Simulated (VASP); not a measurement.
# ReSbP (P-6m2) in VASP: single point with PBE

Aim: the single point of ReSbP with PBE.

All numbers are computed with VASP 6.6.1; they aren't measurements. Logs are shortened: lines on timing, memory, paths and dates and some standing lists are left out, and cuts for length are marked.

### Step 1. The cell of the first run

The structure is hexagonal, space group P-6m2 (No. 187). Conventional cell: a = 4.162 Å, b = 4.162 Å, c = 4.057 Å, α = 90.00°, β = 90.00°, γ = 120.00°. Re (site symmetry -6m2) has 6 P at 3.14 Å and 6 Sb at 3.14 Å and 2 Re at 4.06 Å within 4.1 Å. Sb (site symmetry -6m2) has 3 P at 2.40 Å and 6 Re at 3.14 Å within 3.2 Å. Within 3.2 Å of P (site symmetry -6m2) lie 3 Sb at 2.40 Å and 6 Re at 3.14 Å.

### Step 2. Single point, PBE

File INCAR:

```
PREC = Accurate
ENCUT = 520
EDIFF = 1E-6
ISMEAR = 0
SIGMA = 0.1
LREAL = False
LASPH = True
NELM = 100
ALGO = Normal
ISIF = 2
LWAVE = False
LCHARG = True
GGA = PE
LELF = True
LVHAR = True
NBANDS = 16
```

File KPOINTS:

```
regular mesh
0
Gamma
  6 6 4
```

File POSCAR:

```
ReSbP
1.0
    4.1624568500      0.0000000000      0.0000000000
   -2.0812284300      3.6047933800      0.0000000000
    0.0000000000      0.0000000000      4.0571305100
Re Sb P
1 1 1
Direct
    0.6666666700      0.3333333300      0.5000000000
    0.0000000000      0.0000000000      0.0000000000
    0.3333333300      0.6666666700      0.0000000000
```

Potentials or basis: VASP PAW PBE potentials, release 64 (Re, Sb, P).

On the command line:

```console
> cat potpaw_PBE.64/Re/POTCAR potpaw_PBE.64/Sb/POTCAR potpaw_PBE.64/P/POTCAR > POTCAR
> mpirun -np 1 vasp_std > vasp.out
```

OUTCAR:

```text
PREC = Accurate
   ENCUT = 520
   EDIFF = 1E-6
   ISMEAR = 0
   LREAL = False
   LASPH = True
   NELM = 100
   ISIF = 2
   GGA = PE

 ion  position               nearest neighbor table
   1  0.667  0.333  0.500-   3 3.14   3 3.14   2 3.14   2 3.14   3 3.14   3 3.14   2 3.14   2 3.14
                             2 3.14   2 3.14   3 3.14   3 3.14
   2  0.000  0.000  0.000-   3 2.40   3 2.40   3 2.40   1 3.14   1 3.14   1 3.14   1 3.14   1 3.14
                             1 3.14
   3  0.333  0.667  0.000-   2 2.40   2 2.40   2 2.40   1 3.14   1 3.14   1 3.14   1 3.14   1 3.14
                             1 3.14

  LATTYP: Found a hexagonal cell.
 ALAT       =     4.1624568500
 C/A-ratio  =     0.9746961125

  Lattice vectors:

 A1 = (   4.1624568500,   0.0000000000,   0.0000000000)
 A2 = (  -2.0812284300,   3.6047933800,   0.0000000000)
 A3 = (   0.0000000000,   0.0000000000,   4.0571305100)

Analysis of symmetry for initial positions (statically):
=====================================================================
 Subroutine PRICEL returns:
 Original cell was already a primitive cell.

 Routine SETGRP: Setting up the symmetry group for a
 hexagonal supercell.

 Subroutine GETGRP returns: Found 12 space group operations
 (whereof 12 operations were pure point group operations)
 out of a pool of 24 trial point group operations.

The static configuration has the point symmetry D_3h.

Analysis of symmetry for dynamics (positions and initial velocities):
=====================================================================
 Subroutine PRICEL returns:
 Original cell was already a primitive cell.

 Routine SETGRP: Setting up the symmetry group for a
 hexagonal supercell.

 Subroutine GETGRP returns: Found 12 space group operations
 (whereof 12 operations were pure point group operations)
 out of a pool of 24 trial point group operations.

The dynamic configuration has the point symmetry D_3h.

 Subroutine INISYM returns: Found 12 space group operations
 (whereof 12 operations are pure point group operations),
 and found     1 'primitive' translations

----------------------------------------------------------------------------------------

                                     Primitive cell

  volume of cell :      60.8764

  direct lattice vectors                    reciprocal lattice vectors
     4.162456850  0.000000000  0.000000000     0.240242731  0.138704205  0.000000000
    -2.081228430  3.604793380  0.000000000     0.000000000  0.277408410  0.000000000
     0.000000000  0.000000000  4.057130510     0.000000000  0.000000000  0.246479623

  length of vectors
     4.162456850  4.162456857  4.057130510     0.277408411  0.277408410  0.246479623

  position of ions in fractional coordinates (direct lattice)
     0.666666670  0.333333330  0.500000000
     0.000000000  0.000000000  0.000000000
     0.333333330  0.666666670  0.000000000

  ion indices of the primitive-cell ions
   primitive index   ion index
                 1           1
                 2           2
                 3           3

----------------------------------------------------------------------------------------

 KPOINTS: regular mesh

Automatic generation of k-mesh.
 Grid dimensions read from file:
 generate k-points for:    6    6    4

 Generating k-lattice:

  Cartesian coordinates                     Fractional coordinates (reciprocal lattice)
     0.040040455  0.023117368  0.000000000     0.166666667  0.000000000  0.000000000
     0.000000000  0.046234735  0.000000000     0.000000000  0.166666667  0.000000000
     0.000000000  0.000000000  0.061619906     0.000000000  0.000000000  0.250000000

  Length of vectors
     0.046234735  0.046234735  0.061619906

  Shift w.r.t. Gamma in fractional coordinates (k-lattice)
     0.000000000  0.000000000  0.000000000

 Subroutine IBZKPT returns following result:
 ===========================================

 Found     21 irreducible k-points:

 Following reciprocal coordinates:
            Coordinates               Weight
  0.000000  0.000000  0.000000      1.000000
  0.166667 -0.000000  0.000000      6.000000
  0.333333  0.000000  0.000000      6.000000
  0.500000 -0.000000  0.000000      3.000000
  0.166667  0.166667  0.000000      6.000000
  0.333333  0.166667  0.000000     12.000000
[... 13 lines left out ...]
  0.333333  0.166667  0.500000     12.000000
  0.333333  0.333333  0.500000      2.000000
   k-points           NKPTS =     21   k-points in BZ     NKDIM =     21   number of bands    NBANDS=     16
   number of dos      NEDOS =    301   number of ions     NIONS =      3
   total plane-waves  NPLWV =  30720
   dimension x,y,z NGX =    32 NGY =   32 NGZ =   30
   dimension x,y,z NGXF=    64 NGYF=   64 NGZF=   60
   ions per type =               1   1   1
   NGX,Y,Z   is equivalent  to a cutoff of  12.78, 12.78, 12.29 a.u.
   NGXF,Y,Z  is equivalent  to a cutoff of  25.56, 25.56, 24.59 a.u.
 SYSTEM =  unknown system
   PREC   = accura    normal or accurate (medium, high low for compatibility)
   ISTART =      0    job   : 0-new  1-cont  2-samecut
   ICHARG =      2    charge: 1-file 2-atom 10-const
   ISPIN  =      1    spin polarized calculation?
   LNONCOLLINEAR =      F non collinear calculations
   LSORBIT =      F    spin-orbit coupling
   LASPH  =      T    aspherical Exc in radial PAW
   ENCUT  =  520.0 eV  38.22 Ry    6.18 a.u.   7.74  7.74  7.54*2*pi/ulx,y,z
   NELM   =    100;   NELMIN=  2; NELMDL= -5     # of ELM steps
   EDIFF  = 0.1E-05   stopping-criterion for ELM
   LREAL  =      F    real-space projection
   EDIFFG = 0.1E-04   stopping-criterion for IOM
   NSW    =      0    number of steps for IOM
   IBRION =     -1    ionic relax: 0-MD 1-quasi-New 2-CG
   NFREE  =      0    steps in history (QN), initial steepest desc. (CG)
   ISIF   =      2    stress and relaxation
   ISYM   =      2    0-nonsym 1-usesym 2-fastsym
   POTIM  = 0.5000    time-step for ionic-motion
   TEBEG  =    0.0;   TEEND  =   0.0 temperature during run
   PSTRESS=    0.0 pullay stress
   NELECT =      17.0000    total number of electrons
   NUPDOWN=      -1.0000    fix difference up-down
   EMIN   =  10.00;   EMAX   =-10.00  energy-range for DOS
   EFERMI =   0.00;   METHOD = LEGACY
   ISMEAR =     0;   SIGMA  =   0.10  broadening in eV -4-tet -1-fermi 0-gaus
   EFERMI_NEDOS =   21; number of points for ismear=-14 and -15
   IALGO  =     38    algorithm
   IMIX   =      4    mixing-type and parameters
     AMIX     =   0.40;   BMIX     =  1.00
     AMIX_MAG =   1.60;   BMIX_MAG =  1.00
  volume/ion in A,a.u.               =      20.29       136.94
  Fermi-wavevector in a.u.,A,eV,Ry     =   1.070060  2.022120 15.579055  1.145028
  Thomas-Fermi vector in A             =   2.205758
   LORBIT       =      0    0 simple, 1 ext, 2 COOP (PROOUT), +10 PAW based schemes
   GGA     = PE    functional components
   LHFCALC =     F    Hartree Fock is set to
   AEXX    =    0.0000 exact exchange contribution
   IVDW    =     0    specifies the selected vdW correction
   LEPSILON=     F    determine dielectric tensor
   LRPA    =     F    only Hartree local field effects (RPA)
 non-spin polarized calculation
 Gauss-broadening in eV      SIGMA  =   0.10
  energy-cutoff  :      520.00
  volume of cell :       60.88
 maximum number of plane-waves:      1660
 NGX is ok and might be reduce to    32
   NGX = 15   NGY = 15   NGZ = 15

 number of electron      16.9999999 magnetization

 Free energy of the ion-electron system (eV)
  ---------------------------------------------------
  ext. energy  EPLUGINS =         0.00000000
  ---------------------------------------------------
  free energy    TOTEN  =       -15.51730075 eV

  energy without entropy =      -15.47136575  energy(sigma->0) =      -15.49433325

 E-fermi :   7.7372     XC(G=0): -11.0623

 val. band max:        7.7361812680   @ k =   0.1667   0.1667   0.5000
 cond. band min:       7.7394094316   @ k =   0.3333   0.0000   0.5000
 fundamental gap:      0.0032281636
 Fermi energy:         7.7371774101

 k-point     1 :       0.0000    0.0000    0.0000
  band No.  band energies     occupation
      1      -6.8105      2.00000
      2       2.9540      2.00000
      3       2.9540      2.00000
      4       3.2600      2.00000
      5       3.9728      2.00000
      6       5.4615      2.00000
[... 8 lines left out ...]
     15      15.8068      0.00000
     16      15.8070      0.00000

 k-point     2 :       0.1667   -0.0000    0.0000
  band No.  band energies     occupation
      1      -6.5105      2.00000
      2       0.5669      2.00000
      3       2.6936      2.00000
      4       3.9645      2.00000
      5       4.9394      2.00000
      6       5.6639      2.00000
[... 8 lines left out ...]
     15      15.7084      0.00000
     16      16.0962      0.00000

 k-point     3 :       0.3333    0.0000    0.0000
  band No.  band energies     occupation
      1      -5.6549      2.00000
      2      -1.7389      2.00000
      3       2.2510      2.00000
      4       4.0246      2.00000
      5       4.1153      2.00000
      6       6.6738      2.00000
[... 8 lines left out ...]
     15      14.9657      0.00000
     16      15.8330      0.00000

 k-point     4 :       0.5000   -0.0000    0.0000
  band No.  band energies     occupation
      1      -4.7818      2.00000
      2      -3.1148      2.00000
      3       2.0583      2.00000
      4       3.7374      2.00000
      5       4.0973      2.00000
      6       6.8868      2.00000
[... 8 lines left out ...]
     15      14.2960      0.00000
     16      14.6452      0.00000
[... 267 lines left out ...]
 k-point    19 :       0.1667    0.1667    0.5000
  band No.  band energies     occupation
      1      -5.5183      2.00000
      2      -0.6758      2.00000
      3       1.5284      2.00000
      4       1.9822      2.00000
      5       5.0441      2.00000
      6       5.6336      2.00000
[... 8 lines left out ...]
     15      13.7101      0.00000
     16      15.7988      0.00000

 k-point    20 :       0.3333    0.1667    0.5000
  band No.  band energies     occupation
      1      -4.6654      2.00000
      2      -2.3527      2.00000
      3       1.3546      2.00000
      4       2.7719      2.00000
      5       4.0847      2.00000
      6       6.2409      2.00000
[... 8 lines left out ...]
     15      14.2535      0.00000
     16      15.3343      0.00000

 k-point    21 :       0.3333    0.3333    0.5000
  band No.  band energies     occupation
      1      -4.0082      2.00000
      2      -3.1627      2.00000
      3       0.9299      2.00000
      4       3.6601      2.00000
      5       3.6943      2.00000
      6       6.4706      2.00000
[... 8 lines left out ...]
     15      15.7223      0.00000
     16      17.1102      0.00000

------------------------ aborting loop because EDIFF is reached ----------------------------------------

  FORCE on cell =-STRESS in cart. coord.  units (eV):
  Direction    XX          YY          ZZ          XY          YZ          ZX
  --------------------------------------------------------------------------------------
  -------------------------------------------------------------------------------------
  Total        5.3614921      5.3614921     -8.0929940     -0.0000000      0.0000000      0.0000000
  in kB      141.1065437    141.1065442   -212.9956347     -0.0000002      0.0000000      0.0000000
  external PRESSURE =      23.0724844 kB  Pullay stress =       0.0000000 kB

 VOLUME and BASIS-vectors are now :
 -----------------------------------------------------------------------------
  energy-cutoff  :      520.00
  volume of cell :       60.88
      direct lattice vectors                 reciprocal lattice vectors
     4.162456850  0.000000000  0.000000000     0.240242731  0.138704205  0.000000000
    -2.081228430  3.604793380  0.000000000     0.000000000  0.277408410  0.000000000
     0.000000000  0.000000000  4.057130510     0.000000000  0.000000000  0.246479623

 POSITION                                       TOTAL-FORCE (eV/Angst)
 -----------------------------------------------------------------------------------
      2.08123      1.20160      2.02857        -0.000000      0.000000      0.000000
      0.00000      0.00000      0.00000        -0.000000     -0.000000      0.000000
     -0.00000      2.40320      0.00000         0.000000     -0.000000      0.000000
 -----------------------------------------------------------------------------------
    total drift:                                0.000002     -0.000001     -0.000000

  FREE ENERGIE OF THE ION-ELECTRON SYSTEM (eV)
  ---------------------------------------------------
  free  energy   TOTEN  =       -15.5173007467 eV

  energy  without entropy=      -15.4713657519  energy(sigma->0) =      -15.49433325
```

Run time: 23 s. Hardware: 1 thread of Intel Xeon 8259CL, shared host; peak memory 0.19 GiB.

Results:

```
Free energy : -15.5173 eV
Pressure    : 2.3 GPa
```

Stress tensor (GPa, compression positive):
```
 14.11   0.00   0.00
  0.00  14.11   0.00
  0.00   0.00 -21.30
```

Caveat: the k points lie up to 0.39 Å⁻¹ apart; spin-orbit coupling is left out, which moves the levels of the heavy elements.
